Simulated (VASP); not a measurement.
NbAu2, 3 atoms in the cell. The structure is hexagonal, space group P6/mmm (No. 191). The conventional cell has a = 4.610 Å, b = 4.610 Å, c = 2.720 Å, α = 90.00°, β = 90.00°, γ = 120.00°. Within 3.6 Å of Nb (site symmetry 6/mmm) lie 2 Nb at 2.72 Å and 12 Au at 2.99 Å. Au (site symmetry -6m2) has 5 Au at 2.66 to 2.72 Å and 6 Nb at 2.99 Å within 3.5 Å. 

```yaml
Program: VASP 6.6.1
Task: single point
Functional: LDA
Potentials_or_basis: VASP PAW LDA potentials, release 64 (Nb_sv, Au)
Cutoff: 520 eV
k_mesh: 7 × 7 × 11
Occupations: fermi-dirac, width 0.1 eV
Spin: no spin polarisation
Dipole_correction: no
Further_INCAR_settings: ALGO = Normal; EDIFF = 1e-07; NBANDS = 24
```

Potentials or basis: VASP PAW LDA potentials, release 64 (Nb_sv, Au).

Run with:

```sh
$ cat potpaw_LDA.64/Nb_sv/POTCAR potpaw_LDA.64/Au/POTCAR > POTCAR
$ mpirun -np 1 vasp_std > vasp.out
```

Hardware: 1 thread of Intel Xeon 6975P-C (shared host).

Question: How long does it take, and how much memory?

Answer: Wall time 38 s on 1 thread of Intel Xeon 6975P-C, with other jobs on the host, peak memory 0.19 GiB. Counts: scf iterations 14, k points 48.
